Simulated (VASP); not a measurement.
A run of VASP 6.6.1 is set up as follows.

POSCAR

```
AlP
1.0
    0.0000000000      2.7345801054      2.7345801054
    2.7345801054      0.0000000000      2.7345801054
    2.7345801054      2.7345801054      0.0000000000
Al P
1 1
Direct
    0.0000000000      0.0000000000      0.0000000000
    0.2500000000      0.2500000000      0.2500000000
```

INCAR.step1

```
PREC = Accurate
ENCUT = 550
ISMEAR = 0
SIGMA = 0.02
LREAL = False
LASPH = True
NELM = 120
NBANDS = 11
GGA = PE
ALGO = Normal
EDIFF = 1E-5
LWAVE = True
LCHARG = False
GGA_COMPAT = False
```

Contents of INCAR.step2:

```
PREC = Accurate
ENCUT = 550
EDIFF = 1E-6
ISMEAR = 0
SIGMA = 0.02
LREAL = False
LASPH = True
NELM = 120
ALGO = Normal
ISIF = 2
LWAVE = False
LCHARG = True
METAGGA = R2SCAN
LMIXTAU = True
LUSE_VDW = True
IVDW_NL = 2
BPARAM = 11.95
CPARAM = 0.0093
LELF = True
LVHAR = True
NBANDS = 11
ISTART = 1
GGA_COMPAT = False
```

File KPOINTS:

```
regular mesh
0
Gamma
  8 8 8
```

Potentials or basis: VASP PAW PBE potentials, release 64 (Al, P).

Launch:

```sh
$ cat potpaw_PBE.64/Al/POTCAR potpaw_PBE.64/P/POTCAR > POTCAR
$ cp INCAR.step1 INCAR
$ mpirun -np 1 vasp_std > vasp.out
$ cp INCAR.step2 INCAR
$ mpirun -np 1 vasp_std > vasp.out
```

Predict the pressure.

-0.3 GPa.

What does it give for the band gap on the k mesh?

1.87 eV (least direct gap 3.92 eV).

Caveat: the PAW data sets were made with another functional, which shifts forces and pressure a little. A k mesh can miss the band edges.
